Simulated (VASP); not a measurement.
# AlNi3 (Fm-3m) in VASP: further runs

AlNi3 is run at these levels: PBEsol; tasks: single point.

Program: VASP 6.6.1. These are calculated values, not measurements. Logs are shortened: lines on timing, memory, paths and dates and some standing lists are left out, and cuts for length are marked.

### Step 1. The cell of the first run

The structure is cubic, space group Fm-3m (No. 225). Conventional cell: a = 5.604 Å, b = 5.604 Å, c = 5.604 Å, α = 90.00°, β = 90.00°, γ = 90.00°. Al (site symmetry m-3m) has 14 Ni at 2.43 to 2.80 Å within 3.2 Å. Ni (site symmetry -43m) has 4 Al at 2.43 Å and 10 Ni at 2.43 to 2.80 Å within 3.2 Å. Ni (site symmetry m-3m) has 8 Ni at 2.43 Å and 6 Al at 2.80 Å within 3.2 Å.

### Step 2. Single point, PBEsol

INCAR reads:

```
PREC = Accurate
ENCUT = 520
EDIFF = 1E-7
ISMEAR = 0
SIGMA = 0.1
LREAL = False
LASPH = True
NELM = 60
ALGO = Normal
ISIF = 2
LWAVE = False
LCHARG = False
GGA = PS
NBANDS = 24
```

KPOINTS reads:

```
regular mesh
0
Gamma
  7 7 7
```

POSCAR reads:

```
AlNi3
1.0
    0.0000000000      2.8018887551      2.8018887551
    2.8018887551      0.0000000000      2.8018887551
    2.8018887551      2.8018887551      0.0000000000
Al Ni
1 3
Direct
    0.5000000000      0.5000000000      0.5000000000
    0.2500000000      0.2500000000      0.2500000000
    0.0000000000      0.0000000000      0.0000000000
    0.7500000000      0.7500000000      0.7500000000
```

Potentials or basis: VASP PAW PBE potentials, release 64 (Al, Ni).

On the command line:

```
$ cat potpaw_PBE.64/Al/POTCAR potpaw_PBE.64/Ni/POTCAR > POTCAR
$ mpirun -np 1 vasp_std > vasp.out
```

OUTCAR:

```text
PREC = Accurate
   ENCUT = 520
   EDIFF = 1E-7
   ISMEAR = 0
   LREAL = False
   LASPH = True
   NELM = 60
   ISIF = 2
   GGA = PS

 ion  position               nearest neighbor table
   1  0.500  0.500  0.500-   2 2.43   4 2.43   2 2.43   2 2.43   4 2.43   2 2.43   4 2.43   4 2.43
                             3 2.80   3 2.80   3 2.80   3 2.80   3 2.80   3 2.80
   2  0.250  0.250  0.250-   3 2.43   1 2.43   3 2.43   1 2.43   3 2.43   3 2.43   1 2.43   1 2.43
                             4 2.80   4 2.80   4 2.80   4 2.80   4 2.80   4 2.80
   3  0.000  0.000  0.000-   4 2.43   2 2.43   4 2.43   2 2.43   4 2.43   4 2.43   2 2.43   2 2.43
                             1 2.80   1 2.80   1 2.80   1 2.80   1 2.80   1 2.80
   4  0.750  0.750  0.750-   1 2.43   3 2.43   1 2.43   1 2.43   3 2.43   1 2.43   3 2.43   3 2.43
                             2 2.80   2 2.80   2 2.80   2 2.80   2 2.80   2 2.80

  LATTYP: Found a face centered cubic cell.
 ALAT       =     5.6037775102

  Lattice vectors:

 A1 = (   0.0000000000,   2.8018887551,   2.8018887551)
 A2 = (   2.8018887551,   0.0000000000,   2.8018887551)
 A3 = (   2.8018887551,   2.8018887551,   0.0000000000)

Analysis of symmetry for initial positions (statically):
=====================================================================
 Subroutine PRICEL returns:
 Original cell was already a primitive cell.

 Routine SETGRP: Setting up the symmetry group for a
 face centered cubic supercell.

 Subroutine GETGRP returns: Found 48 space group operations
 (whereof 48 operations were pure point group operations)
 out of a pool of 48 trial point group operations.

The static configuration has the point symmetry O_h .

Analysis of symmetry for dynamics (positions and initial velocities):
=====================================================================
 Subroutine PRICEL returns:
 Original cell was already a primitive cell.

 Routine SETGRP: Setting up the symmetry group for a
 face centered cubic supercell.

 Subroutine GETGRP returns: Found 48 space group operations
 (whereof 48 operations were pure point group operations)
 out of a pool of 48 trial point group operations.

The dynamic configuration has the point symmetry O_h .

 Subroutine INISYM returns: Found 48 space group operations
 (whereof 48 operations are pure point group operations),
 and found     1 'primitive' translations

----------------------------------------------------------------------------------------

                                     Primitive cell

  volume of cell :      43.9929

  direct lattice vectors                    reciprocal lattice vectors
     0.000000000  2.801888755  2.801888755    -0.178451053  0.178451053  0.178451053
     2.801888755  0.000000000  2.801888755     0.178451053 -0.178451053  0.178451053
     2.801888755  2.801888755  0.000000000     0.178451053  0.178451053 -0.178451053

  length of vectors
     3.962469078  3.962469078  3.962469078     0.309086291  0.309086291  0.309086291

  position of ions in fractional coordinates (direct lattice)
     0.500000000  0.500000000  0.500000000
     0.250000000  0.250000000  0.250000000
     0.000000000  0.000000000  0.000000000
     0.750000000  0.750000000  0.750000000

  ion indices of the primitive-cell ions
   primitive index   ion index
                 1           1
                 2           2
                 3           3
                 4           4

----------------------------------------------------------------------------------------

 KPOINTS: regular mesh

Automatic generation of k-mesh.
 Grid dimensions read from file:
 generate k-points for:    7    7    7

 Generating k-lattice:

  Cartesian coordinates                     Fractional coordinates (reciprocal lattice)
    -0.025493008  0.025493008  0.025493008     0.142857143  0.000000000  0.000000000
     0.025493008 -0.025493008  0.025493008     0.000000000  0.142857143  0.000000000
     0.025493008  0.025493008 -0.025493008     0.000000000  0.000000000  0.142857143

  Length of vectors
     0.044155184  0.044155184  0.044155184

  Shift w.r.t. Gamma in fractional coordinates (k-lattice)
     0.000000000  0.000000000  0.000000000

 Subroutine IBZKPT returns following result:
 ===========================================

 Found     20 irreducible k-points:

 Following reciprocal coordinates:
            Coordinates               Weight
  0.000000  0.000000  0.000000      1.000000
  0.142857  0.000000  0.000000      8.000000
  0.285714  0.000000  0.000000      8.000000
  0.428571  0.000000  0.000000      8.000000
  0.142857  0.142857  0.000000      6.000000
  0.285714  0.142857  0.000000     24.000000
[... 12 lines left out ...]
 -0.428571  0.428571  0.142857     24.000000
 -0.285714  0.428571  0.142857     24.000000
   k-points           NKPTS =     20   k-points in BZ     NKDIM =     20   number of bands    NBANDS=     24
   number of dos      NEDOS =    301   number of ions     NIONS =      4
   total plane-waves  NPLWV =  27000
   dimension x,y,z NGX =    30 NGY =   30 NGZ =   30
   dimension x,y,z NGXF=    60 NGYF=   60 NGZF=   60
   ions per type =               1   3
   NGX,Y,Z   is equivalent  to a cutoff of  12.59, 12.59, 12.59 a.u.
   NGXF,Y,Z  is equivalent  to a cutoff of  25.17, 25.17, 25.17 a.u.
 SYSTEM =  unknown system
   PREC   = accura    normal or accurate (medium, high low for compatibility)
   ISTART =      0    job   : 0-new  1-cont  2-samecut
   ICHARG =      2    charge: 1-file 2-atom 10-const
   ISPIN  =      1    spin polarized calculation?
   LNONCOLLINEAR =      F non collinear calculations
   LSORBIT =      F    spin-orbit coupling
   LASPH  =      T    aspherical Exc in radial PAW
   ENCUT  =  520.0 eV  38.22 Ry    6.18 a.u.   7.37  7.37  7.37*2*pi/ulx,y,z
   NELM   =     60;   NELMIN=  2; NELMDL= -5     # of ELM steps
   EDIFF  = 0.1E-06   stopping-criterion for ELM
   LREAL  =      F    real-space projection
   EDIFFG = 0.1E-05   stopping-criterion for IOM
   NSW    =      0    number of steps for IOM
   IBRION =     -1    ionic relax: 0-MD 1-quasi-New 2-CG
   NFREE  =      0    steps in history (QN), initial steepest desc. (CG)
   ISIF   =      2    stress and relaxation
   ISYM   =      2    0-nonsym 1-usesym 2-fastsym
   POTIM  = 0.5000    time-step for ionic-motion
   TEBEG  =    0.0;   TEEND  =   0.0 temperature during run
   PSTRESS=    0.0 pullay stress
   NELECT =      33.0000    total number of electrons
   NUPDOWN=      -1.0000    fix difference up-down
   EMIN   =  10.00;   EMAX   =-10.00  energy-range for DOS
   EFERMI =   0.00;   METHOD = LEGACY
   ISMEAR =     0;   SIGMA  =   0.10  broadening in eV -4-tet -1-fermi 0-gaus
   EFERMI_NEDOS =   21; number of points for ismear=-14 and -15
   IALGO  =     38    algorithm
   IMIX   =      4    mixing-type and parameters
     AMIX     =   0.40;   BMIX     =  1.00
     AMIX_MAG =   1.60;   BMIX_MAG =  1.00
  volume/ion in A,a.u.               =      11.00        74.22
  Fermi-wavevector in a.u.,A,eV,Ry     =   1.487483  2.810935 30.104316  2.212605
  Thomas-Fermi vector in A             =   2.600638
   LORBIT       =      0    0 simple, 1 ext, 2 COOP (PROOUT), +10 PAW based schemes
   GGA     = PS    functional components
   LHFCALC =     F    Hartree Fock is set to
   AEXX    =    0.0000 exact exchange contribution
   IVDW    =     0    specifies the selected vdW correction
   LEPSILON=     F    determine dielectric tensor
   LRPA    =     F    only Hartree local field effects (RPA)
 non-spin polarized calculation
 Gauss-broadening in eV      SIGMA  =   0.10
  energy-cutoff  :      520.00
  volume of cell :       43.99
 maximum number of plane-waves:      1243
 NGX is ok and might be reduce to    30
   NGX = 15   NGY = 15   NGZ = 15

 number of electron      33.0000016 magnetization

 Free energy of the ion-electron system (eV)
  ---------------------------------------------------
  ext. energy  EPLUGINS =         0.00000000
  ---------------------------------------------------
  free energy    TOTEN  =       -24.06901988 eV

  energy without entropy =      -24.05515456  energy(sigma->0) =      -24.06208722

 E-fermi :   9.7872     XC(G=0): -12.9636

 val. band max:        9.7707450917   @ k =   0.4286   0.0000   0.0000
 cond. band min:       9.7925201106   @ k =  -0.4286   0.4286   0.0000
 fundamental gap:      0.0217750189
 Fermi energy:         9.7872252445

 k-point     1 :       0.0000    0.0000    0.0000
  band No.  band energies     occupation
      1      -0.4036      2.00000
      2       6.1901      2.00000
      3       6.1901      2.00000
      4       6.3161      2.00000
      5       6.3161      2.00000
      6       6.3161      2.00000
[... 16 lines left out ...]
     23      16.9846      0.00000
     24      18.4993      0.00000

 k-point     2 :       0.1429    0.0000    0.0000
  band No.  band energies     occupation
      1      -0.1008      2.00000
      2       6.1234      2.00000
      3       6.1234      2.00000
      4       6.1493      2.00000
      5       6.5412      2.00000
      6       6.5412      2.00000
[... 16 lines left out ...]
     23      17.7919      0.00000
     24      18.1195      0.00000

 k-point     3 :       0.2857    0.0000    0.0000
  band No.  band energies     occupation
      1       0.7822      2.00000
      2       5.4538      2.00000
      3       6.1653      2.00000
      4       6.1653      2.00000
      5       6.8794      2.00000
      6       6.8794      2.00000
[... 16 lines left out ...]
     23      17.9466      0.00000
     24      19.3044      0.00000

 k-point     4 :       0.4286    0.0000    0.0000
  band No.  band energies     occupation
      1       2.1432      2.00000
      2       3.9454      2.00000
      3       6.2624      2.00000
      4       6.2624      2.00000
      5       7.0204      2.00000
      6       7.0823      2.00000
[... 16 lines left out ...]
     23      17.9051      0.00000
     24      21.2966      0.00000

 k-point     5 :       0.1429    0.1429    0.0000
  band No.  band energies     occupation
      1      -0.0006      2.00000
      2       5.8038      2.00000
      3       6.3380      2.00000
      4       6.4611      2.00000
      5       6.4611      2.00000
      6       6.4835      2.00000
[... 16 lines left out ...]
     23      17.2576      0.00000
     24      18.9031      0.00000

 k-point     6 :       0.2857    0.1429    0.0000
  band No.  band energies     occupation
      1       0.6860      2.00000
      2       5.4955      2.00000
      3       6.2835      2.00000
      4       6.4004      2.00000
      5       6.7566      2.00000
      6       6.7622      2.00000
[... 16 lines left out ...]
     23      17.5361      0.00000
     24      19.5342      0.00000
[... 271 lines left out ...]
 k-point    17 :       0.4286    0.2857    0.1429
  band No.  band energies     occupation
      1       1.5269      2.00000
      2       5.1603      2.00000
      3       6.1084      2.00000
      4       6.3227      2.00000
      5       6.6130      2.00000
      6       7.0555      2.00000
[... 16 lines left out ...]
     23      19.2267      0.00000
     24      20.2398      0.00000

 k-point    18 :      -0.4286    0.2857    0.1429
  band No.  band energies     occupation
      1       2.7695      2.00000
      2       4.4050      2.00000
      3       5.5859      2.00000
      4       6.3238      2.00000
      5       6.6331      2.00000
      6       7.1726      2.00000
[... 16 lines left out ...]
     23      19.5881      0.00000
     24      20.8707      0.00000

 k-point    19 :      -0.4286    0.4286    0.1429
  band No.  band energies     occupation
      1       3.1414      2.00000
      2       4.5642      2.00000
      3       5.5447      2.00000
      4       5.8265      2.00000
      5       7.0500      2.00000
      6       7.1655      2.00000
[... 16 lines left out ...]
     23      21.0480      0.00000
     24      21.8024      0.00000

 k-point    20 :      -0.2857    0.4286    0.1429
  band No.  band energies     occupation
      1       3.6341      2.00000
      2       4.7343      2.00000
      3       4.7958      2.00000
      4       5.8614      2.00000
      5       6.9303      2.00000
      6       7.1460      2.00000
[... 16 lines left out ...]
     23      18.3350      0.00000
     24      21.9186      0.00000

------------------------ aborting loop because EDIFF is reached ----------------------------------------

  FORCE on cell =-STRESS in cart. coord.  units (eV):
  Direction    XX          YY          ZZ          XY          YZ          ZX
  --------------------------------------------------------------------------------------
  -------------------------------------------------------------------------------------
  Total       -0.1844168     -0.1844168     -0.1844168      0.0000000      0.0000000     -0.0000000
  in kB       -6.7162754     -6.7162754     -6.7162754      0.0000000      0.0000000     -0.0000000
  external PRESSURE =      -6.7162754 kB  Pullay stress =       0.0000000 kB

 VOLUME and BASIS-vectors are now :
 -----------------------------------------------------------------------------
  energy-cutoff  :      520.00
  volume of cell :       43.99
      direct lattice vectors                 reciprocal lattice vectors
     0.000000000  2.801888755  2.801888755    -0.178451053  0.178451053  0.178451053
     2.801888755  0.000000000  2.801888755     0.178451053 -0.178451053  0.178451053
     2.801888755  2.801888755  0.000000000     0.178451053  0.178451053 -0.178451053

 POSITION                                       TOTAL-FORCE (eV/Angst)
 -----------------------------------------------------------------------------------
      2.80189      2.80189      2.80189        -0.000000      0.000000      0.000000
      1.40094      1.40094      1.40094        -0.000000     -0.000000     -0.000000
      0.00000      0.00000      0.00000        -0.000000      0.000000      0.000000
      4.20283      4.20283      4.20283         0.000000      0.000000      0.000000
 -----------------------------------------------------------------------------------
    total drift:                                0.000000     -0.000000      0.000000

  FREE ENERGIE OF THE ION-ELECTRON SYSTEM (eV)
  ---------------------------------------------------
  free  energy   TOTEN  =       -24.0690198754 eV

  energy  without entropy=      -24.0551545562  energy(sigma->0) =      -24.06208722
```

Run time: 54 s. Hardware: 1 thread of Intel Xeon 8259CL, shared host; peak memory 0.17 GiB.

What came out:

```yaml
Free_energy: -24.0690 eV
Pressure: -0.7 GPa
Band_gap_on_the_k_mesh: zero (an odd number of electrons rules out a gap without spin polarisation)
```

Caveat: the PAW data sets were made with another functional, which shifts forces and pressure a little. Spin polarisation is off, so any magnetic state and its effect on volume and gap are missing.

### Step 3. Single point, PBEsol

INCAR reads:

```
PREC = Accurate ; ENCUT = 520
EDIFF = 1E-6 ; ISMEAR = 0
SIGMA = 0.2 ; LREAL = F
LASPH = T ; NELM = 80
ALGO = Normal ; ISIF = 2
LWAVE = F ; LCHARG = T
GGA = PS ; LELF = T
LVHAR = T ; NBANDS = 24
```

KPOINTS reads:

```
Automatic mesh
0
Gamma
  7 7 7
```

POSCAR is that of step 2.

Potentials or basis: VASP PAW PBE potentials, release 64 (Al, Ni).

On the command line:

```
$ cat potpaw_PBE.64/Al/POTCAR potpaw_PBE.64/Ni/POTCAR > POTCAR
$ mpirun -np 1 vasp_std > vasp.out
```

Run time: 49 s. Hardware: 1 thread of Intel Xeon 8259CL, shared host; peak memory 0.17 GiB.

The run converged. Its results:

| Property | Result |
| --- | --- |
| Free energy | -24.0908 eV |
| Pressure | -0.5 GPa |
| Band gap on the k mesh | zero (an odd number of electrons rules out a gap without spin polarisation) |

Levels at points of the mesh, in eV from the Fermi level:
| k point | band 12 | band 13 | band 14 | band 15 | band 16 | band 17 | band 18 | band 19 | band 20 | band 21 |
| --- | --- | --- | --- | --- | --- | --- | --- | --- | --- | --- |
| (0.00, 0.00, 0.00) | -0.91 | -0.56 | -0.56 | -0.52 | -0.52 | 5.45 | 5.45 | 5.45 | 5.94 | 5.94 |

Caveat: the PAW data sets were made with another functional, which shifts forces and pressure a little.
